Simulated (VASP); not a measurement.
# Hf3F in VASP: notebook, part 2 of 2

VASP 6.6.1. The steps go on from the part before.

### Step 4. Single point, LDA

Input file INCAR:

```
SYSTEM = Hf3F
ALGO = Normal ; DIPOL = 0.5 0.5 0.328
EDIFF = 1E-6 ; ENCUT = 520
IDIPOL = 3 ; ISIF = 2
ISMEAR = 0 ; LASPH = .True.
LCHARG = .True. ; LDIPOL = .True.
LELF = .True. ; LREAL = .False.
LVACPOTAV = .True. ; LVHAR = .True.
LWAVE = .False. ; NBANDS = 26
NELM = 60 ; PREC = Accurate
SIGMA = 0.1
```

Input file KPOINTS:

```
k-points
0
Gamma
  9 9 1
  0 0 0
```

Input file POSCAR:

```
Hf3F
1.0
    3.0829071749      0.0000000000      0.0000000000
    0.0000000000      3.0829071749      0.0000000000
    0.0000000000      0.0000000000     21.0927836031
Hf F
3 1
Direct
    0.5000000000      0.5000000000      0.1896383178
    0.0000000000      0.0000000000      0.2867330108
    0.5000000000      0.5000000000      0.3836754672
    0.8750000000      0.8750000000      0.4505229742
```

Command:

```sh
$ cat potpaw_LDA.64/Hf_pv/POTCAR potpaw_LDA.64/F/POTCAR > POTCAR
$ mpirun -np 1 vasp_std > vasp.out
```

Wall time 4.2 min (1 thread of Intel Xeon Platinum 8488C (Sapphire Rapids), shared host); peak memory 0.3 GiB.

Results (log left out):

```
Free energy            : -36.6754 eV
Largest force          : 1.678 eV/Å
Band gap on the k mesh : zero (an odd number of electrons rules out a gap without spin polarisation)
```

Forces on the atoms (eV/Å):
```
Hf   0.003  0.003  0.138
Hf  -0.027 -0.027 -0.917
Hf   0.438  0.438  1.560
F   -0.414 -0.414 -0.781
```

Levels at points of the mesh, in eV from the Fermi level:
```
           k point  band 14  band 15  band 16  band 17  band 18  band 19  band 20  band 21  band 22  band 23
(0.00, 0.00, 0.00)    -5.74    -4.00    -2.50    -2.28    -1.02     0.00     0.94     1.49     1.67     1.90
```

Caveat: spin-orbit coupling is left out, which moves the levels of the heavy elements.

### Step 5. Single point, LDA

Input file INCAR:

```
ALGO     = Normal         # electronic algorithm
DIPOL    = 0.5 0.5 0.340
EDIFF    = 1E-6           # SCF threshold, eV
ENCUT    = 520            # plane-wave cutoff, eV
IDIPOL   = 3            
ISIF     = 2              # what is computed and relaxed
ISMEAR   = 0              # smearing method
LASPH    = T              # aspherical terms in the spheres
LCHARG   = T              # write CHGCAR
LDIPOL   = T            
LELF     = T              # ELF
LREAL    = F              # projectors in reciprocal space
LVACPOTAV= T            
LVHAR    = T            
LWAVE    = F              # write WAVECAR
NBANDS   = 26             # bands
NELM     = 80             # most SCF steps
PREC     = Accurate       # precision mode
SIGMA    = 0.1            # smearing width, eV
```

Input file KPOINTS:

```
k-points
0
Gamma
  9 9 1
```

POSCAR, as its differences from that of step 4:

```diff
@@ -11,2 +11,2 @@
     0.5000000000      0.5000000000      0.3836754672
-    0.8750000000      0.8750000000      0.4505229742
+    0.8750000000      0.8750000000      0.5007771284
```

Command:

```sh
$ cat potpaw_LDA.64/Hf_pv/POTCAR potpaw_LDA.64/F/POTCAR > POTCAR
$ mpirun -np 1 vasp_std > vasp.out
```

It took 7.3 min on 1 thread of Intel Xeon Platinum 8488C (Sapphire Rapids), shared host; peak memory 0.3 GiB.

It converged, with:

```
Free energy            : -33.5311 eV
Largest force          : 3.693 eV/Å
Band gap on the k mesh : zero (an odd number of electrons rules out a gap without spin polarisation)
```

Forces on the atoms (eV/Å):
```
Hf   0.005  0.005  0.070
Hf  -0.006 -0.006 -0.532
Hf   0.309  0.309  3.667
F   -0.309 -0.309 -3.205
```

Levels at points of the mesh, in eV from the Fermi level:
```
           k point  band 16  band 17  band 18  band 19  band 20  band 21
(0.00, 0.00, 0.00)    -1.04    -0.14    -0.12     0.00     0.97     1.75
```

Caveat: spin-orbit coupling is left out, which moves the levels of the heavy elements.

### Step 6. Single point, LDA

Input file INCAR:

```
SYSTEM = Hf3F
PREC = Accurate ; ENCUT = 520
EDIFF = 1E-6 ; ISMEAR = 0
SIGMA = 0.1 ; LREAL = .False.
LASPH = .True. ; NELM = 60
ALGO = Normal ; ISIF = 2
LWAVE = .False. ; LCHARG = .True.
LDIPOL = .True. ; IDIPOL = 3
DIPOL = 0.5 0.5 0.334 ; LELF = .True.
LVHAR = .True. ; LVACPOTAV = .True.
NBANDS = 26
```

Input file KPOINTS:

```
regular mesh
0
Gamma
  9 9 1
  0 0 0
```

POSCAR, as its differences from that of step 5:

```diff
@@ -11,2 +11,2 @@
     0.5000000000      0.5000000000      0.3836754672
-    0.8750000000      0.8750000000      0.5007771284
+    0.6250000000      0.6250000000      0.4756500513
```

Potentials or basis: VASP PAW LDA potentials, release 64 (Hf_pv, F).

Command:

```sh
$ cat potpaw_LDA.64/Hf_pv/POTCAR potpaw_LDA.64/F/POTCAR > POTCAR
$ mpirun -np 1 vasp_std > vasp.out
```

It took 6 min on 1 thread of Intel Xeon Platinum 8488C (Sapphire Rapids), shared host; peak memory 0.29 GiB.

It converged, with:

```
Free energy            : -36.5103 eV
Largest force          : 3.815 eV/Å
Band gap on the k mesh : zero (an odd number of electrons rules out a gap without spin polarisation)
```

Forces in eV/Å, atoms in the order of the input:
```
Hf   0.023  0.023  0.066
Hf  -0.081 -0.081 -0.818
Hf   0.445  0.445  3.763
F   -0.387 -0.387 -3.010
```

Levels at points of the mesh, in eV from the Fermi level:
| k point | band 14 | band 15 | band 16 | band 17 | band 18 | band 19 | band 20 | band 21 | band 22 | band 23 |
| --- | --- | --- | --- | --- | --- | --- | --- | --- | --- | --- |
| (0.00, 0.00, 0.00) | -3.61 | -3.30 | -2.91 | -2.26 | -0.94 | 0.00 | 1.00 | 1.80 | 1.82 | 2.96 |

Caveat: spin-orbit coupling is left out, which moves the levels of the heavy elements.

### Step 7. The runs side by side

```tsv
cell	gap on the mesh (eV)	largest force (eV/Å)
as given, atomic positions A	none	4.35
as given, atomic positions B	none	4.99
as given, atomic positions C	none	1.68
as given, atomic positions D	none	3.69
as given, atomic positions E	none	3.82
```

Alike in all rows: task single point; level LDA; potentials or basis VASP PAW LDA potentials, release 64 (Hf_pv, F); no spin polarisation; k mesh 9 × 9 × 1; cutoff (eV) 520; smearing gaussian 0.1 eV.

Caveats: spin-orbit coupling is left out, which moves the levels of the heavy elements.

Total energies depend on the potentials used, so only differences within one code and one set of settings carry meaning.
